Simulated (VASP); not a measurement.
# Si37H17Cl4 in VASP: single point with PBE

Aim: the single point of Si37H17Cl4 with PBE.

All numbers are computed with VASP 6.6.1; they aren't measurements. Logs are shortened: lines on timing, memory, paths and dates and some standing lists are left out, and cuts for length are marked.

### 1 The cell of the first run

The cell holds a slab with vacuum, 58 atoms: a = 11.519 Å, b = 11.519 Å, c = 22.869 Å, α = 90.00°, β = 90.00°, γ = 60.00°.

### 2 Single point, PBE, collinear spin

Contents of INCAR:

```
SYSTEM = Si37H17Cl4
ALGO = Normal
EDIFF = 1E-6
ENCUT = 520
GGA = PE
ISIF = 2
ISMEAR = -1
ISPIN = 2
LASPH = .TRUE.
LCHARG = .FALSE.
LORBIT = 11
LREAL = Auto
LWAVE = .FALSE.
MAGMOM = 0 0 0 0 0 0 0 0 0 0 0 0 0 0 0 0 0 0 0 0 0 0 0 0 0 0 0 0 0 0 0 0 0 0 0 0 0 0 0 0 0 0 0 0 0 0 0 0 0 0 0 0 0 1 0 0 0 0
NBANDS = 136
NELM = 150
PREC = Accurate
SIGMA = 0.05
```

Contents of KPOINTS:

```
k-points
0
G
  1 1 1
  0 0 0
```

Contents of POSCAR:

```
Si37H17Cl4
1.0
   11.5187690000      0.0000000000      0.0000000000
    5.7593850000      9.9755470000      0.0000000000
    0.0000000000      0.0000000000     22.8687650000
H Si Cl
17 37 4
Direct
    0.1111112597      0.1111117014      0.0437277658
    0.4444454901      0.1111117014      0.0437277658
    0.7777797205      0.1111117014      0.0437277658
    0.1111108082      0.4444468058      0.0437277658
    0.4444450387      0.4444468058      0.0437277658
    0.7777792691      0.4444468058      0.0437277658
    0.1111103568      0.7777819101      0.0437277658
    0.4444445872      0.7777819101      0.0437277658
    0.7777788177      0.7777819101      0.0437277658
    0.3339699450      0.0001002451      0.3425458262
    0.6656241638      0.0004912011      0.3424496251
    0.0001479241      0.3339065016      0.3425414534
    0.3332853593      0.3333451288      0.3424015245
    0.6660130361      0.3338463545      0.3425458262
    0.0003176518      0.6657379290      0.3420735663
    0.3339099041      0.6659684928      0.3425414534
    0.6666185150      0.6665599390      0.3423927790
    0.1111112597      0.1111117014      0.1093194145
    0.4444454901      0.1111117014      0.1093194145
    0.7777797205      0.1111117014      0.1093194145
    0.1111108082      0.4444468058      0.1093194145
    0.4444450387      0.4444468058      0.1093194145
    0.7777792691      0.4444468058      0.1093194145
    0.1111103568      0.7777819101      0.1093194145
    0.4444445872      0.7777819101      0.1093194145
    0.7777788177      0.7777819101      0.1093194145
   -0.1109011963      0.2218023733      0.1429110842
    0.2222435515      0.2222334274      0.1428454925
    0.5555206808      0.2222434519      0.1428498653
   -0.1113943589      0.5556888259      0.1427361731
    0.2222507984      0.5555184092      0.1428454925
    0.5556994946      0.5556888259      0.1427361731
   -0.1109053379      0.8891041263      0.1429154570
    0.2218088379      0.8890941018      0.1429154570
    0.5556875086      0.8886129252      0.1427361731
   -0.1100253944      0.2200681326      0.2470443857
    0.2221657780      0.2221632558      0.2461348481
    0.5556886749      0.2221331823      0.2461392209
   -0.1110824488      0.5555685317      0.2459774282
    0.2221308641      0.5556888259      0.2461217298
    0.5555476168      0.5555585072      0.2459905465
   -0.1100415080      0.8899461854      0.2470400129
    0.2200618676      0.8899662344      0.2470487584
    0.5555718668      0.8889136606      0.2459774282
   -0.0000173630      0.0000000000      0.2763594798
    0.3330016480      0.0000400981      0.2790268736
    0.6669596022      0.0000601471      0.2790574830
    0.0000484245      0.3329942709      0.2790268736
    0.3333374482      0.3333451288      0.2788825719
    0.6669613099      0.3329742219      0.2790268736
    0.0000757910      0.6669508950      0.2789612819
    0.3329759473      0.6669508950      0.2790312463
    0.6666675580      0.6666702087      0.2789088086
    0.8327505255      0.8376483014      0.4896810125
    0.9996880531      0.6681137385      0.4598236940
    0.8354211507      1.0044261232      0.4596706468
    0.6634243056      0.8400842580      0.4596968835
    0.8327906235      0.8375681053      0.5794978435
```

Potentials or basis: VASP PAW PBE potentials, release 64 (H, Si, Cl).

Command:

```console
> cat potpaw_PBE.64/H/POTCAR potpaw_PBE.64/Si/POTCAR potpaw_PBE.64/Cl/POTCAR > POTCAR
> mpirun -np 1 vasp_gam > vasp.out
```

OUTCAR:

```text
SYSTEM = Si37H17Cl4
   EDIFF = 1E-6
   ENCUT = 520
   GGA = PE
   ISIF = 2
   ISMEAR = -1
   ISPIN = 2
   LASPH = .TRUE.
   LORBIT = 11
   LREAL = Auto
   NELM = 150
   PREC = Accurate

 ion  position               nearest neighbor table
   1  0.111  0.111  0.044-  18 1.50
   2  0.444  0.111  0.044-  19 1.50
   3  0.778  0.111  0.044-  20 1.50
   4  0.111  0.444  0.044-  21 1.50
   5  0.444  0.444  0.044-  22 1.50
   6  0.778  0.444  0.044-  23 1.50
[... 9 lines left out ...]
  16  0.334  0.666  0.343-  52 1.45
  17  0.667  0.667  0.342-  53 1.45
[... 25 lines left out ...]
  43  0.220  0.890  0.247-  45 2.30  46 2.34  52 2.34  34 2.38
  44  0.556  0.889  0.246-  53 2.34  47 2.35  46 2.35  35 2.36
  45  1.000  0.000  0.276-  36 2.30  43 2.30  42 2.30
  46  0.333  0.000  0.279-  10 1.45  37 2.34  43 2.34  44 2.35
  47  0.667  0.000  0.279-  11 1.45  38 2.34  42 2.34  44 2.35
  48  0.000  0.333  0.279-  12 1.45  37 2.34  36 2.34  39 2.35
  49  0.333  0.333  0.279-  13 1.45  38 2.34  37 2.34  40 2.34
  50  0.667  0.333  0.279-  14 1.45  38 2.34  36 2.34  41 2.35
  51  0.000  0.667  0.279-  15 1.44  40 2.34  42 2.34  39 2.34
  52  0.333  0.667  0.279-  16 1.45  40 2.34  43 2.34  41 2.35
  53  0.667  0.667  0.279-  17 1.45  41 2.34  44 2.34  39 2.34
  54  0.833  0.838  0.490-  58 2.05  57 2.05  56 2.05  55 2.05
  55  1.000  0.668  0.460-  54 2.05
  56  0.835  0.004  0.460-  54 2.05
  57  0.663  0.840  0.460-  54 2.05
  58  0.833  0.838  0.579-  54 2.05

  LATTYP: Found a hexagonal cell.
 ALAT       =    11.5187696186
 C/A-ratio  =     1.9853478937

  Lattice vectors:

 A1 = (  -5.7593850000,  -9.9755470000,   0.0000000000)
 A2 = (  11.5187690000,   0.0000000000,   0.0000000000)
 A3 = (   0.0000000000,   0.0000000000,  22.8687650000)

Analysis of symmetry for initial positions (statically):
=====================================================================
 Subroutine PRICEL returns:
 Original cell was already a primitive cell.

 Routine SETGRP: Setting up the symmetry group for a
 hexagonal supercell.

 Subroutine GETGRP returns: Found  1 space group operations
 (whereof  1 operations were pure point group operations)
 out of a pool of 24 trial point group operations.

The static configuration has the point symmetry C_1 .

Analysis of symmetry for dynamics (positions and initial velocities):
=====================================================================
 Subroutine PRICEL returns:
 Original cell was already a primitive cell.

 Routine SETGRP: Setting up the symmetry group for a
 hexagonal supercell.

 Subroutine GETGRP returns: Found  1 space group operations
 (whereof  1 operations were pure point group operations)
 out of a pool of 24 trial point group operations.

The dynamic configuration has the point symmetry C_1 .

Analysis of structural, dynamic, and magnetic symmetry:
=====================================================================
 Subroutine PRICEL returns:
 Original cell was already a primitive cell.

 Routine SETGRP: Setting up the symmetry group for a
 hexagonal supercell.

 Subroutine GETGRP returns: Found  1 space group operations
 (whereof  1 operations were pure point group operations)
 out of a pool of 24 trial point group operations.

The overall configuration has the point symmetry C_1 .

 Subroutine INISYM returns: Found  1 space group operations
 (whereof  1 operations are pure point group operations),
 and found     1 'primitive' translations

----------------------------------------------------------------------------------------

                                     Primitive cell

  volume of cell :    2627.7588

  direct lattice vectors                    reciprocal lattice vectors
    11.518769000  0.000000000  0.000000000     0.086814832 -0.050122569  0.000000000
[... 162 lines left out ...]
   NGX,Y,Z   is equivalent  to a cutoff of  12.99, 12.99, 13.09 a.u.
   NGXF,Y,Z  is equivalent  to a cutoff of  25.98, 25.98, 26.17 a.u.
 SYSTEM =  Si37H17Cl4
   PREC   = accura    normal or accurate (medium, high low for compatibility)
   ISTART =      0    job   : 0-new  1-cont  2-samecut
   ICHARG =      2    charge: 1-file 2-atom 10-const
   ISPIN  =      2    spin polarized calculation?
   LNONCOLLINEAR =      F non collinear calculations
   LSORBIT =      F    spin-orbit coupling
   LASPH  =      T    aspherical Exc in radial PAW
   ENCUT  =  520.0 eV  38.22 Ry    6.18 a.u.  21.42 21.42 42.52*2*pi/ulx,y,z
   NELM   =    150;   NELMIN=  2; NELMDL= -5     # of ELM steps
   EDIFF  = 0.1E-05   stopping-criterion for ELM
   LREAL  =      T    real-space projection
   EDIFFG = 0.1E-04   stopping-criterion for IOM
   NSW    =      0    number of steps for IOM
   IBRION =     -1    ionic relax: 0-MD 1-quasi-New 2-CG
   NFREE  =      0    steps in history (QN), initial steepest desc. (CG)
   ISIF   =      2    stress and relaxation
   ISYM   =      2    0-nonsym 1-usesym 2-fastsym
   POTIM  = 0.5000    time-step for ionic-motion
   TEBEG  =    0.0;   TEEND  =   0.0 temperature during run
   PSTRESS=    0.0 pullay stress
   NELECT =     193.0000    total number of electrons
   NUPDOWN=      -1.0000    fix difference up-down
   EMIN   =  10.00;   EMAX   =-10.00  energy-range for DOS
   EFERMI =   0.00;   METHOD = LEGACY
   ISMEAR =    -1;   SIGMA  =   0.05  broadening in eV -4-tet -1-fermi 0-gaus
   EFERMI_NEDOS =   21; number of points for ismear=-14 and -15
   IALGO  =     38    algorithm
   IMIX   =      4    mixing-type and parameters
     AMIX     =   0.40;   BMIX     =  1.00
     AMIX_MAG =   1.60;   BMIX_MAG =  1.00
  volume/ion in A,a.u.               =      45.31       305.74
  Fermi-wavevector in a.u.,A,eV,Ry     =   0.685592  1.295580  6.395224  0.470036
  Thomas-Fermi vector in A             =   1.765577
   LORBIT       =     11    0 simple, 1 ext, 2 COOP (PROOUT), +10 PAW based schemes
   GGA     = PE    functional components
   LHFCALC =     F    Hartree Fock is set to
   AEXX    =    0.0000 exact exchange contribution
   IVDW    =     0    specifies the selected vdW correction
   LEPSILON=     F    determine dielectric tensor
   LRPA    =     F    only Hartree local field effects (RPA)
 spin polarized calculation
  energy-cutoff  :      520.00
  volume of cell :     2627.76
 maximum number of plane-waves:     35431
 NGX is ok and might be reduce to    90
   NGX = 43   NGY = 43   NGZ = 85

 number of electron     193.0000005 magnetization       0.9979871

 Free energy of the ion-electron system (eV)
  ---------------------------------------------------
  ext. energy  EPLUGINS =         0.00000000
  ---------------------------------------------------
  free energy    TOTEN  =      -263.19077924 eV

  energy without entropy =     -263.18902210  energy(sigma->0) =     -263.18990067

 E-fermi :  -1.1019     XC(G=0):  -3.9180

 val. band max:       -1.4708036746   @ k =   0.0000   0.0000   0.0000
 cond. band min:      -0.7972229176   @ k =   0.0000   0.0000   0.0000
 fundamental gap:      0.6735807570
 Fermi energy:        -1.1018842768

 spin component 1

 k-point     1 :       0.0000    0.0000    0.0000
  band No.  band energies     occupation
      1     -19.0113      1.00000
      2     -17.9208      1.00000
      3     -17.9158      1.00000
      4     -17.9021      1.00000
      5     -12.7519      1.00000
      6     -11.6833      1.00000
[... 100 lines left out ...]
    107       0.9551      0.00000
    108       0.9676      0.00000
 Fermi energy:        -1.1018842768

 spin component 2

 k-point     1 :       0.0000    0.0000    0.0000
  band No.  band energies     occupation
      1     -19.0107      1.00000
      2     -17.9205      1.00000
      3     -17.9147      1.00000
      4     -17.9017      1.00000
      5     -12.7308      1.00000
      6     -11.6692      1.00000
[... 100 lines left out ...]
    107       0.9648      0.00000
    108       0.9816      0.00000
 [bands above 108 left out]

------------------------ aborting loop because EDIFF is reached ----------------------------------------

  FORCE on cell =-STRESS in cart. coord.  units (eV):
  Direction    XX          YY          ZZ          XY          YZ          ZX
  --------------------------------------------------------------------------------------
  -------------------------------------------------------------------------------------
  Total       20.0506984     20.0269487      7.6961078      0.0266023      0.0310876      0.0188249
  in kB       12.2251610     12.2106805      4.6924130      0.0162197      0.0189545      0.0114778
  external PRESSURE =       9.7094182 kB  Pullay stress =       0.0000000 kB

 VOLUME and BASIS-vectors are now :
 -----------------------------------------------------------------------------
  energy-cutoff  :      520.00
  volume of cell :     2627.76
      direct lattice vectors                 reciprocal lattice vectors
    11.518769000  0.000000000  0.000000000     0.086814832 -0.050122569  0.000000000
     5.759385000  9.975547000  0.000000000     0.000000000  0.100245129  0.000000000
     0.000000000  0.000000000 22.868765000     0.000000000  0.000000000  0.043727766

 POSITION                                       TOTAL-FORCE (eV/Angst)
 -----------------------------------------------------------------------------------
      1.91980      1.10840      1.00000        -0.005915     -0.003486     -0.044630
      5.75940      1.10840      1.00000        -0.000174      0.002950     -0.046601
      9.59900      1.10840      1.00000         0.006139     -0.002369     -0.045107
      3.83960      4.43360      1.00000         0.002569     -0.002011     -0.046698
      7.67920      4.43360      1.00000        -0.001459     -0.001735     -0.047774
     11.51880      4.43360      1.00000        -0.001444     -0.003854     -0.050608
[... 50 lines left out ...]
     12.48020      8.38030     10.51270         0.361772     -0.009992      0.153503
     14.41660      8.35520     13.25240        -0.002096      0.007063     -0.385687
 -----------------------------------------------------------------------------------
    total drift:                               -0.000543     -0.001068     -0.050856

  FREE ENERGIE OF THE ION-ELECTRON SYSTEM (eV)
  ---------------------------------------------------
  free  energy   TOTEN  =      -263.1907792445 eV

  energy  without entropy=     -263.1890220975  energy(sigma->0) =     -263.18990067

 total charge

# of ion       s       p       d       tot
------------------------------------------
    1        0.558   0.014   0.000   0.572
    2        0.559   0.014   0.000   0.572
    3        0.558   0.014   0.000   0.572
    4        0.559   0.014   0.000   0.572
    5        0.559   0.014   0.000   0.572
    6        0.558   0.014   0.000   0.572
[... 50 lines left out ...]
   57        1.605   3.532   0.000   5.137
   58        1.605   3.532   0.000   5.137
--------------------------------------------------
tot         43.002  50.755   0.000  93.757

 magnetization (x)

# of ion       s       p       d       tot
------------------------------------------
    1        0.001  -0.000   0.000   0.001
    2       -0.000   0.000   0.000  -0.000
    3        0.001  -0.000   0.000   0.001
    4       -0.000   0.000   0.000  -0.000
    5       -0.000   0.000   0.000  -0.000
    6        0.001   0.000   0.000   0.001
[... 50 lines left out ...]
   57        0.000   0.000   0.000   0.000
   58        0.000   0.000   0.000   0.000
--------------------------------------------------
tot          0.064   0.266   0.000   0.330
```

Run time: 66 min. Hardware: 1 thread of Oxide Virtual Turin-like, shared host; peak memory 3.4 GiB.

What came out:

* Free energy: -263.1908 eV
* Largest force: 1.017 eV/Å
* Band gap on the k mesh: 0.67 eV
* Net moment: 1.00 μB per cell
* Site moments: H +0.00, -0.00 (each value once); Si -0.00, +0.00, +0.01, +0.02, +0.23 (each value once); Cl +0.00 μB
* Valence electrons inside the program's atomic spheres: H 0.57, 0.60 (each value once); Si 1.72, 1.70, 1.71, 1.69, 1.74, 1.49 (each value once); Cl 5.14

Forces in eV/Å, atoms in the order of the input:
```
H   -0.006 -0.003 -0.045
H    0.000  0.003 -0.047
H    0.006 -0.002 -0.045
H    0.003 -0.002 -0.047
H   -0.001 -0.002 -0.048
H   -0.001 -0.004 -0.051
H    0.000  0.007 -0.045
H   -0.003  0.001 -0.050
H    0.003  0.002 -0.050
H    0.007  0.003  0.908
H   -0.009  0.009  0.926
H    0.006  0.004  0.908
H    0.000  0.000  0.912
H   -0.006  0.004  0.908
H    0.000 -0.010  0.962
H    0.000 -0.007  0.910
H   -0.002 -0.003  0.914
Si   0.001  0.000  0.169
Si   0.001 -0.019  0.141
Si  -0.002  0.000  0.168
Si  -0.016  0.010  0.142
Si   0.015  0.009  0.136
Si   0.001  0.002  0.129
Si  -0.001 -0.002  0.169
Si   0.002 -0.002  0.131
Si  -0.002 -0.002  0.132
Si   0.000  0.032  0.079
Si  -0.005 -0.002  0.014
Si   0.006  0.000  0.015
Si   0.024 -0.017  0.015
Si   0.004  0.004  0.014
Si  -0.028 -0.016  0.016
Si  -0.026 -0.012  0.079
Si   0.027 -0.015  0.079
Si   0.000  0.030  0.014
Si  -0.001  0.317 -0.315
Si   0.006  0.004 -0.164
Si  -0.006  0.004 -0.170
Si  -0.006  0.001 -0.160
Si   0.004 -0.009 -0.177
Si   0.004  0.002 -0.153
Si  -0.275 -0.156 -0.319
Si   0.274 -0.159 -0.314
Si  -0.001 -0.005 -0.150
Si   0.001 -0.001  0.081
Si   0.031  0.012 -0.830
Si  -0.031  0.018 -0.880
Si   0.026  0.022 -0.829
Si   0.000  0.001 -0.849
Si  -0.025  0.021 -0.829
Si  -0.004 -0.036 -1.017
Si   0.004 -0.032 -0.831
Si  -0.002 -0.005 -0.879
Si   0.003 -0.003  0.040
Cl  -0.179  0.323  0.275
Cl  -0.178 -0.316  0.140
Cl   0.362 -0.010  0.154
Cl  -0.002  0.007 -0.386
```

Caveat: the k points lie up to 0.63 Å⁻¹ apart; there is no dipole correction, which matters where the two faces differ; semilocal functionals underestimate gaps, and a narrow one can read as zero.
